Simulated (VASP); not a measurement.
# SnO2 (C2/m) in VASP: further runs

SnO2 is run at these levels: PBE+D3(BJ); tasks: single point.

Everything below comes from runs of VASP 6.6.1. Logs are shortened: lines on timing, memory, paths and dates and some standing lists are left out, and cuts for length are marked.

### Step 1. The cell of the first run

The structure is monoclinic, space group C2/m (No. 12). Conventional cell: a = 5.714 Å, b = 3.234 Å, c = 5.165 Å, α = 90.00°, β = 111.64°, γ = 90.00°. Within 2.8 Å of Sn (site symmetry 2/m) lie 6 O at 2.13 to 2.16 Å. Within 2.8 Å of O (site symmetry m) lie 3 Sn at 2.13 to 2.16 Å and 3 O at 2.77 to 2.78 Å.

### Step 2. Single point, PBE+D3(BJ) (strain +0.0200 x Voigt [0, 1, 0, 0, 0, 0])

The input, INCAR:

```
PREC = Accurate ; ENCUT = 520
EDIFF = 1E-6 ; ISMEAR = 0
SIGMA = 0.05 ; LREAL = F
LASPH = T ; NELM = 60
ALGO = Normal ; ISIF = 2
LWAVE = F ; LCHARG = T
GGA = PE ; IVDW = 12
LELF = T ; LVHAR = T
NBANDS = 20
```

The input, KPOINTS:

```
regular mesh
0
Gamma
  12 12 12
```

The input, POSCAR:

```
SnO2
1.0
    1.6170930752      0.9523017047      4.8005925840
   -1.6170930752      0.9523017047      4.8005925840
    0.0000000000     -1.9046034095      4.8005925840
Sn O
1 2
Direct
    0.5000000000      0.5000000000      0.5000000000
    0.2371700000      0.2371700000      0.2371700000
    0.7628300000      0.7628300000      0.7628300000
```

Potentials or basis: VASP PAW PBE potentials, release 64 (Sn_d, O).

The run is started by

```sh
cat potpaw_PBE.64/Sn_d/POTCAR potpaw_PBE.64/O/POTCAR > POTCAR
mpirun -np 1 vasp_std > vasp.out
```

OUTCAR:

```text
PREC = Accurate
   ENCUT = 520
   EDIFF = 1E-6
   ISMEAR = 0
   LREAL = F
   LASPH = T
   NELM = 60
   ISIF = 2
   GGA = PE
   IVDW = 12
 IVDW          = 12

 ion  position               nearest neighbor table
   1  0.500  0.500  0.500-   2 2.13   2 2.13   3 2.13   3 2.13   2 2.16   3 2.16
   2  0.237  0.237  0.237-   1 2.13   1 2.13   1 2.16
   3  0.763  0.763  0.763-   1 2.13   1 2.13   1 2.16

  LATTYP: Found a base centered monoclinic cell.
 ALAT       =     5.7138102284
 B/A-ratio  =     0.5660296757
 C/A-ratio  =     0.9038820782
 COS(beta)  =    -0.3687796687

  Lattice vectors:

 A1 = (   1.6170930752,   2.8569051142,   0.0000000000)
 A2 = (  -1.6170930752,   2.8569051142,   0.0000000000)
 A3 = (   0.0000000000,  -1.9046034095,   4.8005925840)

Analysis of symmetry for initial positions (statically):
=====================================================================
 Subroutine PRICEL returns:
 Original cell was already a primitive cell.

 Routine SETGRP: Setting up the symmetry group for a
 base centered monoclinic supercell.

 Subroutine GETGRP returns: Found  4 space group operations
 (whereof  4 operations were pure point group operations)
 out of a pool of  4 trial point group operations.

The static configuration has the point symmetry C_2h.

Analysis of symmetry for dynamics (positions and initial velocities):
=====================================================================
 Subroutine PRICEL returns:
 Original cell was already a primitive cell.

 Routine SETGRP: Setting up the symmetry group for a
 base centered monoclinic supercell.

 Subroutine GETGRP returns: Found  4 space group operations
 (whereof  4 operations were pure point group operations)
 out of a pool of  4 trial point group operations.

The dynamic configuration has the point symmetry C_2h.

 Subroutine INISYM returns: Found  4 space group operations
 (whereof  4 operations are pure point group operations),
 and found     1 'primitive' translations

----------------------------------------------------------------------------------------

                                     Primitive cell

  volume of cell :      44.3563

  direct lattice vectors                    reciprocal lattice vectors
     1.617093075  0.952301705  4.800592584     0.309196797  0.175014563  0.069435872
    -1.617093075  0.952301705  4.800592584    -0.309196797  0.175014563  0.069435872
     0.000000000 -1.904603409  4.800592584     0.000000000 -0.350029126  0.069435872

  length of vectors
     5.154372678  5.154372678  5.164610663     0.362013946  0.362013946  0.356849729

  position of ions in fractional coordinates (direct lattice)
     0.500000000  0.500000000  0.500000000
     0.237170000  0.237170000  0.237170000
     0.762830000  0.762830000  0.762830000

  ion indices of the primitive-cell ions
   primitive index   ion index
                 1           1
                 2           2
                 3           3

----------------------------------------------------------------------------------------

 KPOINTS: regular mesh

Automatic generation of k-mesh.
 Grid dimensions read from file:
 generate k-points for:   12   12   12

 Generating k-lattice:

  Cartesian coordinates                     Fractional coordinates (reciprocal lattice)
     0.025766400  0.014584547  0.005786323     0.083333333 -0.000000000  0.000000000
    -0.025766400  0.014584547  0.005786323    -0.000000000  0.083333333  0.000000000
     0.000000000 -0.029169094  0.005786323     0.000000000  0.000000000  0.083333333

  Length of vectors
     0.030167829  0.030167829  0.029737477

  Shift w.r.t. Gamma in fractional coordinates (k-lattice)
     0.000000000  0.000000000  0.000000000

 Subroutine IBZKPT returns following result:
 ===========================================

 Found    476 irreducible k-points:

 Following reciprocal coordinates:
            Coordinates               Weight
  0.000000  0.000000  0.000000      1.000000
  0.083333 -0.000000  0.000000      4.000000
  0.166667 -0.000000  0.000000      4.000000
  0.250000  0.000000  0.000000      4.000000
  0.333333 -0.000000  0.000000      4.000000
  0.416667 -0.000000  0.000000      4.000000
[... 16 lines left out ...]
  0.500000  0.166667  0.000000      4.000000
 -0.416667  0.166667  0.000000      4.000000
 [... further k-points ...]
   k-points           NKPTS =    476   k-points in BZ     NKDIM =    476   number of bands    NBANDS=     20
   number of dos      NEDOS =    301   number of ions     NIONS =      3
   total plane-waves  NPLWV =  64000
   dimension x,y,z NGX =    40 NGY =   40 NGZ =   40
   dimension x,y,z NGXF=    80 NGYF=   80 NGZF=   80
   ions per type =               1   2
   NGX,Y,Z   is equivalent  to a cutoff of  12.90, 12.90, 12.88 a.u.
   NGXF,Y,Z  is equivalent  to a cutoff of  25.80, 25.80, 25.75 a.u.
 SYSTEM =  unknown system
   PREC   = accura    normal or accurate (medium, high low for compatibility)
   ISTART =      0    job   : 0-new  1-cont  2-samecut
   ICHARG =      2    charge: 1-file 2-atom 10-const
   ISPIN  =      1    spin polarized calculation?
   LNONCOLLINEAR =      F non collinear calculations
   LSORBIT =      F    spin-orbit coupling
   LASPH  =      T    aspherical Exc in radial PAW
   ENCUT  =  520.0 eV  38.22 Ry    6.18 a.u.   9.58  9.58  9.60*2*pi/ulx,y,z
   NELM   =     60;   NELMIN=  2; NELMDL= -5     # of ELM steps
   EDIFF  = 0.1E-05   stopping-criterion for ELM
   LREAL  =      F    real-space projection
   EDIFFG = 0.1E-04   stopping-criterion for IOM
   NSW    =      0    number of steps for IOM
   IBRION =     -1    ionic relax: 0-MD 1-quasi-New 2-CG
   NFREE  =      0    steps in history (QN), initial steepest desc. (CG)
   ISIF   =      2    stress and relaxation
   ISYM   =      2    0-nonsym 1-usesym 2-fastsym
   POTIM  = 0.5000    time-step for ionic-motion
   TEBEG  =    0.0;   TEEND  =   0.0 temperature during run
   PSTRESS=    0.0 pullay stress
   NELECT =      26.0000    total number of electrons
   NUPDOWN=      -1.0000    fix difference up-down
   EMIN   =  10.00;   EMAX   =-10.00  energy-range for DOS
   EFERMI =   0.00;   METHOD = LEGACY
   ISMEAR =     0;   SIGMA  =   0.05  broadening in eV -4-tet -1-fermi 0-gaus
   EFERMI_NEDOS =   21; number of points for ismear=-14 and -15
   IALGO  =     38    algorithm
   IMIX   =      4    mixing-type and parameters
     AMIX     =   0.40;   BMIX     =  1.00
     AMIX_MAG =   1.60;   BMIX_MAG =  1.00
  volume/ion in A,a.u.               =      14.79        99.78
  Fermi-wavevector in a.u.,A,eV,Ry     =   1.370085  2.589084 25.539929  1.877132
  Thomas-Fermi vector in A             =   2.495902
   LORBIT       =      0    0 simple, 1 ext, 2 COOP (PROOUT), +10 PAW based schemes
   GGA     = PE    functional components
   LHFCALC =     F    Hartree Fock is set to
   AEXX    =    0.0000 exact exchange contribution
   IVDW    =    12    specifies the selected vdW correction
   LEPSILON=     F    determine dielectric tensor
   LRPA    =     F    only Hartree local field effects (RPA)
 non-spin polarized calculation
 Gauss-broadening in eV      SIGMA  =   0.05
  energy-cutoff  :      520.00
  volume of cell :       44.36
 maximum number of plane-waves:      1214
 NGX is ok and might be reduce to    40
   NGX = 19   NGY = 19   NGZ = 19

 number of electron      26.0000004 magnetization

 Free energy of the ion-electron system (eV)
  ---------------------------------------------------
  ext. energy  EPLUGINS =         0.00000000
  ---------------------------------------------------
  free energy    TOTEN  =       -18.18612177 eV

  energy without entropy =      -18.18612177  energy(sigma->0) =      -18.18612177

 E-fermi :   3.4520     XC(G=0):  -9.9027

 val. band max:        3.1544489979   @ k =  -0.1667  -0.0000   0.1667
 cond. band min:       4.8675244388   @ k =   0.0000   0.0000   0.0000
 fundamental gap:      1.7130754409
 Fermi energy:         3.4519541939

 k-point     1 :       0.0000    0.0000    0.0000
  band No.  band energies     occupation
      1     -16.8985      2.00000
      2     -16.7159      2.00000
      3     -16.6924      2.00000
      4     -16.5591      2.00000
      5     -16.5519      2.00000
      6     -14.6856      2.00000
[... 12 lines left out ...]
     19      19.8401      0.00000
     20      20.2092      0.00000

 k-point     2 :       0.0833   -0.0000    0.0000
  band No.  band energies     occupation
      1     -16.8743      2.00000
      2     -16.7504      2.00000
      3     -16.6958      2.00000
      4     -16.5694      2.00000
      5     -16.5527      2.00000
      6     -14.6373      2.00000
[... 12 lines left out ...]
     19      18.5663      0.00000
     20      19.9697      0.00000

 k-point     3 :       0.1667   -0.0000    0.0000
  band No.  band energies     occupation
      1     -16.9046      2.00000
      2     -16.7963      2.00000
      3     -16.6665      2.00000
      4     -16.5883      2.00000
      5     -16.5476      2.00000
      6     -14.4868      2.00000
[... 12 lines left out ...]
     19      17.2678      0.00000
     20      20.1238      0.00000

 k-point     4 :       0.2500    0.0000    0.0000
  band No.  band energies     occupation
      1     -17.0844      2.00000
      2     -16.7240      2.00000
      3     -16.6428      2.00000
      4     -16.5997      2.00000
      5     -16.5221      2.00000
      6     -14.2359      2.00000
[... 12 lines left out ...]
     19      16.3372      0.00000
     20      20.0494      0.00000

 k-point     5 :       0.3333   -0.0000    0.0000
  band No.  band energies     occupation
      1     -17.2517      2.00000
      2     -16.6854      2.00000
      3     -16.6377      2.00000
      4     -16.5812      2.00000
      5     -16.4760      2.00000
      6     -13.9237      2.00000
[... 12 lines left out ...]
     19      15.8381      0.00000
     20      18.5034      0.00000

 k-point     6 :       0.4167   -0.0000    0.0000
  band No.  band energies     occupation
      1     -17.3657      2.00000
      2     -16.6855      2.00000
      3     -16.6390      2.00000
      4     -16.5452      2.00000
      5     -16.4350      2.00000
      6     -13.6422      2.00000
[... 12 lines left out ...]
     19      15.8811      0.00000
     20      17.2691      0.00000

 k-point     7 :       0.5000    0.0000    0.0000
  band No.  band energies     occupation
      1     -17.4059      2.00000
      2     -16.6884      2.00000
      3     -16.6403      2.00000
      4     -16.5300      2.00000
      5     -16.4190      2.00000
      6     -13.5236      2.00000
[... 12 lines left out ...]
     19      16.3082      0.00000
     20      16.4800      0.00000
[... 277 lines left out ...]
 k-point    20 :       0.2500    0.1667    0.0000
  band No.  band energies     occupation
      1     -17.0029      2.00000
      2     -16.7815      2.00000
      3     -16.6323      2.00000
      4     -16.5947      2.00000
      5     -16.5383      2.00000
      6     -14.3208      2.00000
[... 12 lines left out ...]
     19      16.5319      0.00000
     20      19.9142      0.00000

 k-point    21 :       0.3333    0.1667    0.0000
  band No.  band energies     occupation
      1     -17.0901      2.00000
      2     -16.8012      2.00000
      3     -16.6232      2.00000
      4     -16.6044      2.00000
      5     -16.5068      2.00000
      6     -14.0358      2.00000
[... 12 lines left out ...]
     19      16.3838      0.00000
     20      18.9018      0.00000

 k-point    22 :       0.4167    0.1667    0.0000
  band No.  band energies     occupation
      1     -17.1922      2.00000
      2     -16.8017      2.00000
      3     -16.6339      2.00000
      4     -16.5903      2.00000
      5     -16.4841      2.00000
      6     -13.6697      2.00000
[... 12 lines left out ...]
     19      16.5658      0.00000
     20      17.8282      0.00000

 k-point    23 :       0.5000    0.1667    0.0000
  band No.  band energies     occupation
      1     -17.2746      2.00000
      2     -16.7947      2.00000
      3     -16.6479      2.00000
      4     -16.5562      2.00000
      5     -16.4824      2.00000
      6     -13.3297      2.00000
[... 12 lines left out ...]
     19      16.8803      0.00000
     20      16.9319      0.00000

 k-point    24 :      -0.4167    0.1667    0.0000
  band No.  band energies     occupation
      1     -17.3105      2.00000
      2     -16.7859      2.00000
      3     -16.6541      2.00000
      4     -16.5397      2.00000
      5     -16.4830      2.00000
      6     -13.1927      2.00000
[... 12 lines left out ...]
     19      16.2521      0.00000
     20      17.1141      0.00000

 [... further k-points ...]

------------------------ aborting loop because EDIFF is reached ----------------------------------------

 Edisp (eV)   -0.51884

 E8    (eV) :    -0.2042

  FORCE on cell =-STRESS in cart. coord.  units (eV):
  Direction    XX          YY          ZZ          XY          YZ          ZX
  --------------------------------------------------------------------------------------
  -------------------------------------------------------------------------------------
  Total      -1.11255    -2.07401    -1.14190     0.00000    -0.03527     0.00000
  in kB     -40.18600   -74.91439   -41.24603     0.00000    -1.27387     0.00000
  external pressure =      -52.12 kB  Pullay stress =        0.00 kB

 VOLUME and BASIS-vectors are now :
 -----------------------------------------------------------------------------
  energy-cutoff  :      520.00
  volume of cell :       44.36
      direct lattice vectors                 reciprocal lattice vectors
     1.617093075  0.952301705  4.800592584     0.309196797  0.175014563  0.069435872
    -1.617093075  0.952301705  4.800592584    -0.309196797  0.175014563  0.069435872
     0.000000000 -1.904603409  4.800592584     0.000000000 -0.350029126  0.069435872

 POSITION                                       TOTAL-FORCE (eV/Angst)
 -----------------------------------------------------------------------------------
      0.00000     -0.00000      7.20089        -0.000000     -0.000000     -0.000000
      0.00000     -0.00000      3.41567         0.000000     -0.007088     -0.246206
      0.00000     -0.00000     10.98611         0.000000      0.007088      0.246206
 -----------------------------------------------------------------------------------
    total drift:                               -0.000000      0.000000      0.000000

  FREE ENERGIE OF THE ION-ELECTRON SYSTEM (eV)
  ---------------------------------------------------
  free  energy   TOTEN  =       -18.7049571660 eV

  energy  without entropy=      -18.7049571660  energy(sigma->0) =      -18.70495717
```

Wall time 12 min (1 thread of Oxide Virtual Turin-like, shared host); peak memory 0.5 GiB.

What came out:

```yaml
Free_energy: -18.7050 eV
Pressure: -5.2 GPa
Largest_force: 0.246 eV/Å
Band_gap_on_the_k_mesh: 1.71 eV (least direct gap 1.81 eV)
Dispersion_energy_per_atom: -0.173 eV
```

Forces on the atoms (eV/Å):
```
Sn   0.000  0.000  0.000
O    0.000 -0.007 -0.246
O    0.000  0.007  0.246
```

Levels at points of the mesh, in eV from the valence-band top:
| k point | band 10 | band 11 | band 12 | band 13 | band 14 | band 15 | band 16 | band 17 |
| --- | --- | --- | --- | --- | --- | --- | --- | --- |
| (0.00, 0.00, 0.00) | -1.25 | -0.98 | -0.90 | -0.10 | 1.71 | 5.55 | 10.58 | 10.89 |
| (0.50, 0.00, 0.00) | -2.96 | -1.42 | -0.65 | -0.57 | 5.02 | 7.48 | 9.85 | 12.19 |
| (0.50, 0.50, 0.00) | -2.91 | -1.13 | -0.44 | -0.01 | 4.85 | 6.85 | 10.33 | 11.06 |
| (0.00, 0.00, 0.50) | -2.82 | -1.45 | -0.57 | -0.56 | 5.09 | 7.68 | 9.67 | 12.18 |
| (0.50, 0.00, 0.50) | -3.05 | -1.08 | -0.51 | -0.06 | 4.77 | 6.68 | 10.49 | 11.16 |
| (0.50, 0.50, 0.50) | -1.32 | -1.21 | -0.93 | -0.85 | 2.96 | 5.48 | 10.74 | 11.07 |

Caveat: the cell differs from its parent crystal (strain +0.0200 x Voigt [0, 1, 0, 0, 0, 0]); the cell stands under tension; spin-orbit coupling is left out, which moves the levels of the heavy elements.

(Continued in part 2 of 2.)
